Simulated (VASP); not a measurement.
# GaP (I-4m2) in VASP: single point with PBE

Aim: the single point of GaP with PBE.

All numbers are computed with VASP 6.6.1; they aren't measurements. Logs are shortened: lines on timing, memory, paths and dates and some standing lists are left out, and cuts for length are marked.

**1. The cell of the first run**

Symmetry: I-4m2, No. 119, tetragonal system. The conventional cell has a = 3.792 Å, b = 3.792 Å, c = 5.631 Å, α = 90.00°, β = 90.00°, γ = 90.00°. Ga (site symmetry -4m2) has 4 P at 2.36 Å within 3.1 Å. Within 3.1 Å of P (site symmetry -4m2) lie 4 Ga at 2.36 Å.

**2. Single point, PBE**

Input file INCAR:

```
ALGO = Normal ; EDIFF = 1E-6
ENCUT = 520 ; GGA = PE
ISIF = 2 ; ISMEAR = 0
LASPH = True ; LCHARG = False
LREAL = False ; LWAVE = False
NBANDS = 16 ; NELM = 100
PREC = Accurate ; SIGMA = 0.05
```

Input file KPOINTS:

```
k-points
0
Gamma
  10 10 10
```

Input file POSCAR:

```
GaP
1.0
    0.0000000000      2.6812866671      2.8153510004
    2.6812866671      0.0000000000      2.8153510004
    2.6812866671      2.6812866671      0.0000000000
Ga P
1 1
Direct
    0.0000000000      0.0000000000      0.0000000000
    0.7500000000      0.7500000000      0.7500000000
```

Potentials or basis: VASP PAW PBE potentials, release 64 (Ga_d, P).

On the command line:

```
> cat potpaw_PBE.64/Ga_d/POTCAR potpaw_PBE.64/P/POTCAR > POTCAR
> mpirun -np 1 vasp_std > vasp.out
```

OUTCAR:

```text
EDIFF = 1E-6
   ENCUT = 520
   GGA = PE
   ISIF = 2
   ISMEAR = 0
   LASPH = True
   LREAL = False
   NELM = 100
   PREC = Accurate

 ion  position               nearest neighbor table
   1  0.000  0.000  0.000-   2 2.36   2 2.36   2 2.36   2 2.36
   2  0.750  0.750  0.750-   1 2.36   1 2.36   1 2.36   1 2.36

  LATTYP: Found a body centered tetragonal cell.
 ALAT       =     3.7919119692
 C/A-ratio  =     1.4849242405

  Lattice vectors:

 A1 = (  -2.6812866671,   0.0000000000,   2.8153510004)
 A2 = (   2.6812866671,   0.0000000000,   2.8153510004)
 A3 = (   0.0000000000,   2.6812866671,  -2.8153510004)

Analysis of symmetry for initial positions (statically):
=====================================================================
 Subroutine PRICEL returns:
 Original cell was already a primitive cell.

 Routine SETGRP: Setting up the symmetry group for a
 body centered tetragonal supercell.

 Subroutine GETGRP returns: Found  8 space group operations
 (whereof  8 operations were pure point group operations)
 out of a pool of 16 trial point group operations.

The static configuration has the point symmetry D_2d.

Analysis of symmetry for dynamics (positions and initial velocities):
=====================================================================
 Subroutine PRICEL returns:
 Original cell was already a primitive cell.

 Routine SETGRP: Setting up the symmetry group for a
 body centered tetragonal supercell.

 Subroutine GETGRP returns: Found  8 space group operations
 (whereof  8 operations were pure point group operations)
 out of a pool of 16 trial point group operations.

The dynamic configuration has the point symmetry D_2d.

 Subroutine INISYM returns: Found  8 space group operations
 (whereof  8 operations are pure point group operations),
 and found     1 'primitive' translations

----------------------------------------------------------------------------------------

                                     Primitive cell

  volume of cell :      40.4808

  direct lattice vectors                    reciprocal lattice vectors
     0.000000000  2.681286667  2.815351000    -0.186477636  0.186477636  0.177597749
     2.681286667  0.000000000  2.815351000     0.186477636 -0.186477636  0.177597749
     2.681286667  2.681286667  0.000000000     0.186477636  0.186477636 -0.177597749

  length of vectors
     3.887865667  3.887865667  3.791911969     0.317944615  0.317944615  0.317944615

  position of ions in fractional coordinates (direct lattice)
     0.000000000  0.000000000  0.000000000
     0.750000000  0.750000000  0.750000000

  ion indices of the primitive-cell ions
   primitive index   ion index
                 1           1
                 2           2

----------------------------------------------------------------------------------------

 KPOINTS: k-points

Automatic generation of k-mesh.
 Grid dimensions read from file:
 generate k-points for:   10   10   10

 Generating k-lattice:

  Cartesian coordinates                     Fractional coordinates (reciprocal lattice)
    -0.018647764  0.018647764  0.017759775     0.100000000 -0.000000000  0.000000000
     0.018647764 -0.018647764  0.017759775    -0.000000000  0.100000000  0.000000000
     0.018647764  0.018647764 -0.017759775     0.000000000  0.000000000  0.100000000

  Length of vectors
     0.031794461  0.031794461  0.031794461

  Shift w.r.t. Gamma in fractional coordinates (k-lattice)
     0.000000000  0.000000000  0.000000000

 Subroutine IBZKPT returns following result:
 ===========================================

 Found    102 irreducible k-points:

 Following reciprocal coordinates:
            Coordinates               Weight
  0.000000  0.000000  0.000000      1.000000
  0.100000  0.000000  0.000000      8.000000
  0.200000  0.000000  0.000000      8.000000
  0.300000  0.000000  0.000000      8.000000
  0.400000  0.000000  0.000000      8.000000
  0.500000 -0.000000  0.000000      4.000000
[... 16 lines left out ...]
  0.300000  0.300000  0.000000      2.000000
  0.400000  0.300000  0.000000      8.000000
 [... further k-points ...]
   k-points           NKPTS =    102   k-points in BZ     NKDIM =    102   number of bands    NBANDS=     16
   number of dos      NEDOS =    301   number of ions     NIONS =      2
   total plane-waves  NPLWV =  25200
   dimension x,y,z NGX =    30 NGY =   30 NGZ =   28
   dimension x,y,z NGXF=    60 NGYF=   60 NGZF=   56
   ions per type =               1   1
   NGX,Y,Z   is equivalent  to a cutoff of  12.83, 12.83, 12.28 a.u.
   NGXF,Y,Z  is equivalent  to a cutoff of  25.66, 25.66, 24.55 a.u.
 SYSTEM =  unknown system
   PREC   = accura    normal or accurate (medium, high low for compatibility)
   ISTART =      0    job   : 0-new  1-cont  2-samecut
   ICHARG =      2    charge: 1-file 2-atom 10-const
   ISPIN  =      1    spin polarized calculation?
   LNONCOLLINEAR =      F non collinear calculations
   LSORBIT =      F    spin-orbit coupling
   LASPH  =      T    aspherical Exc in radial PAW
   ENCUT  =  520.0 eV  38.22 Ry    6.18 a.u.   7.23  7.23  7.05*2*pi/ulx,y,z
   NELM   =    100;   NELMIN=  2; NELMDL= -5     # of ELM steps
   EDIFF  = 0.1E-05   stopping-criterion for ELM
   LREAL  =      F    real-space projection
[... 7 lines left out ...]
   TEBEG  =    0.0;   TEEND  =   0.0 temperature during run
   PSTRESS=    0.0 pullay stress
   NELECT =      18.0000    total number of electrons
   NUPDOWN=      -1.0000    fix difference up-down
   EMIN   =  10.00;   EMAX   =-10.00  energy-range for DOS
   EFERMI =   0.00;   METHOD = LEGACY
   ISMEAR =     0;   SIGMA  =   0.05  broadening in eV -4-tet -1-fermi 0-gaus
   EFERMI_NEDOS =   21; number of points for ismear=-14 and -15
   IALGO  =     38    algorithm
   IMIX   =      4    mixing-type and parameters
     AMIX     =   0.40;   BMIX     =  1.00
     AMIX_MAG =   1.60;   BMIX_MAG =  1.00
  volume/ion in A,a.u.               =      20.24       136.59
  Fermi-wavevector in a.u.,A,eV,Ry     =   1.249538  2.361284 21.243377  1.561344
  Thomas-Fermi vector in A             =   2.383574
   LORBIT       =      0    0 simple, 1 ext, 2 COOP (PROOUT), +10 PAW based schemes
   GGA     = PE    functional components
   LHFCALC =     F    Hartree Fock is set to
   AEXX    =    0.0000 exact exchange contribution
   IVDW    =     0    specifies the selected vdW correction
   LEPSILON=     F    determine dielectric tensor
   LRPA    =     F    only Hartree local field effects (RPA)
 non-spin polarized calculation
 Gauss-broadening in eV      SIGMA  =   0.05
  energy-cutoff  :      520.00
  volume of cell :       40.48
 maximum number of plane-waves:      1102
 NGX is ok and might be reduce to    30
   NGX = 15   NGY = 15   NGZ = 15

 number of electron      18.0000001 magnetization

 Free energy of the ion-electron system (eV)
  ---------------------------------------------------
  ext. energy  EPLUGINS =         0.00000000
  ---------------------------------------------------
  free energy    TOTEN  =        -9.10255743 eV

  energy without entropy =       -9.10255743  energy(sigma->0) =       -9.10255743

 E-fermi :   4.9600     XC(G=0):  -9.8363

 val. band max:        4.7499016307   @ k =   0.0000   0.0000   0.0000
 cond. band min:       6.1170825948   @ k =   0.4000   0.0000   0.4000
 fundamental gap:      1.3671809641
 Fermi energy:         4.9599611734

 k-point     1 :       0.0000    0.0000    0.0000
  band No.  band energies     occupation
      1      -9.9101      2.00000
      2      -9.8946      2.00000
      3      -9.8946      2.00000
      4      -9.8046      2.00000
      5      -9.7978      2.00000
      6      -7.8350      2.00000
[... 8 lines left out ...]
     15      13.9982      0.00000
     16      14.8906      0.00000

 k-point     2 :       0.1000    0.0000    0.0000
  band No.  band energies     occupation
      1      -9.9128      2.00000
      2      -9.8978      2.00000
      3      -9.8917      2.00000
      4      -9.8050      2.00000
      5      -9.7975      2.00000
      6      -7.7049      2.00000
[... 8 lines left out ...]
     15      14.1265      0.00000
     16      14.3501      0.00000

 k-point     3 :       0.2000    0.0000    0.0000
  band No.  band energies     occupation
      1      -9.9315      2.00000
      2      -9.8935      2.00000
      3      -9.8844      2.00000
      4      -9.8054      2.00000
      5      -9.7959      2.00000
      6      -7.3276      2.00000
[... 8 lines left out ...]
     15      13.7835      0.00000
     16      14.8291      0.00000

 k-point     4 :       0.3000    0.0000    0.0000
  band No.  band energies     occupation
      1      -9.9558      2.00000
      2      -9.8862      2.00000
      3      -9.8768      2.00000
      4      -9.8045      2.00000
      5      -9.7923      2.00000
      6      -6.7504      2.00000
[... 8 lines left out ...]
     15      14.0012      0.00000
     16      14.5513      0.00000

 k-point     5 :       0.4000    0.0000    0.0000
  band No.  band energies     occupation
      1      -9.9743      2.00000
      2      -9.8814      2.00000
      3      -9.8721      2.00000
      4      -9.8023      2.00000
      5      -9.7879      2.00000
      6      -6.1058      2.00000
[... 8 lines left out ...]
     15      15.0784      0.00000
     16      15.4606      0.00000

 k-point     6 :       0.5000   -0.0000    0.0000
  band No.  band energies     occupation
      1      -9.9812      2.00000
      2      -9.8799      2.00000
      3      -9.8707      2.00000
      4      -9.8010      2.00000
      5      -9.7859      2.00000
      6      -5.7683      2.00000
[... 8 lines left out ...]
     15      16.1448      0.00000
     16      16.4892      0.00000
[... 267 lines left out ...]
 k-point    21 :      -0.3000    0.2000    0.0000
  band No.  band energies     occupation
      1      -9.9767      2.00000
      2      -9.8758      2.00000
      3      -9.8635      2.00000
      4      -9.8082      2.00000
      5      -9.7915      2.00000
      6      -5.9138      2.00000
[... 8 lines left out ...]
     15      15.8289      0.00000
     16      17.3832      0.00000

 k-point    22 :      -0.2000    0.2000    0.0000
  band No.  band energies     occupation
      1      -9.9612      2.00000
      2      -9.8811      2.00000
      3      -9.8722      2.00000
      4      -9.8105      2.00000
      5      -9.7909      2.00000
      6      -6.5256      2.00000
[... 8 lines left out ...]
     15      16.0983      0.00000
     16      16.6891      0.00000

 k-point    23 :       0.3000    0.3000    0.0000
  band No.  band energies     occupation
      1      -9.9873      2.00000
      2      -9.8550      2.00000
      3      -9.8550      2.00000
      4      -9.8150      2.00000
      5      -9.7929      2.00000
      6      -6.4544      2.00000
[... 8 lines left out ...]
     15      16.1010      0.00000
     16      18.1755      0.00000

 k-point    24 :       0.4000    0.3000    0.0000
  band No.  band energies     occupation
      1      -9.9979      2.00000
      2      -9.8505      2.00000
      3      -9.8475      2.00000
      4      -9.8168      2.00000
      5      -9.7914      2.00000
      6      -5.9517      2.00000
[... 8 lines left out ...]
     15      16.5762      0.00000
     16      18.2497      0.00000

 [... further k-points ...]
[... 5 lines left out ...]
  --------------------------------------------------------------------------------------
  -------------------------------------------------------------------------------------
  Total        0.9292163      0.9292163     -0.0581365      0.0000000      0.0000000      0.0000000
  in kB       36.7771739     36.7771739     -2.3009691      0.0000000      0.0000000      0.0000000
  external PRESSURE =      23.7511262 kB  Pullay stress =       0.0000000 kB

 VOLUME and BASIS-vectors are now :
 -----------------------------------------------------------------------------
  energy-cutoff  :      520.00
  volume of cell :       40.48
      direct lattice vectors                 reciprocal lattice vectors
     0.000000000  2.681286667  2.815351000    -0.186477636  0.186477636  0.177597749
     2.681286667  0.000000000  2.815351000     0.186477636 -0.186477636  0.177597749
     2.681286667  2.681286667  0.000000000     0.186477636  0.186477636 -0.177597749

 POSITION                                       TOTAL-FORCE (eV/Angst)
 -----------------------------------------------------------------------------------
      0.00000      0.00000      0.00000        -0.000000     -0.000000      0.000000
      4.02193      4.02193      4.22303         0.000000      0.000000     -0.000000
 -----------------------------------------------------------------------------------
    total drift:                               -0.000003     -0.000003      0.000007

  FREE ENERGIE OF THE ION-ELECTRON SYSTEM (eV)
  ---------------------------------------------------
  free  energy   TOTEN  =        -9.1025574341 eV

  energy  without entropy=       -9.1025574340  energy(sigma->0) =       -9.10255743
```

Wall time 25 s (1 thread of Intel Xeon 6975P-C (Granite Rapids), shared host); peak memory 0.2 GiB.

What came out:

- Free energy: -9.1026 eV
- Pressure: 2.4 GPa
- Band gap on the k mesh: 1.37 eV, indirect (least direct gap 1.71 eV)

Stress tensor (GPa, compression positive):
```
 3.68  0.00  0.00
 0.00  3.68  0.00
 0.00  0.00 -0.23
```

Levels at points of the mesh, in eV from the valence-band top:
```
           k point  band 5  band 6  band 7  band 8  band 9  band 10  band 11  band 12  band 13  band 14
(0.00, 0.00, 0.00)  -14.55  -12.58   -0.30    0.00    0.00     1.71     3.77     3.77     3.88     8.67
(0.50, 0.00, 0.00)  -14.54  -10.52   -6.72   -1.42   -1.00     1.52     4.51     4.82     8.21    10.73
(0.50, 0.50, 0.00)  -14.54   -9.77   -7.06   -2.55   -2.55     1.79     2.04    10.51    10.51    10.78
(0.50, 0.00, 0.50)  -14.52   -9.55   -6.74   -2.90   -2.87     1.45     1.58    10.32    10.34    11.17
```
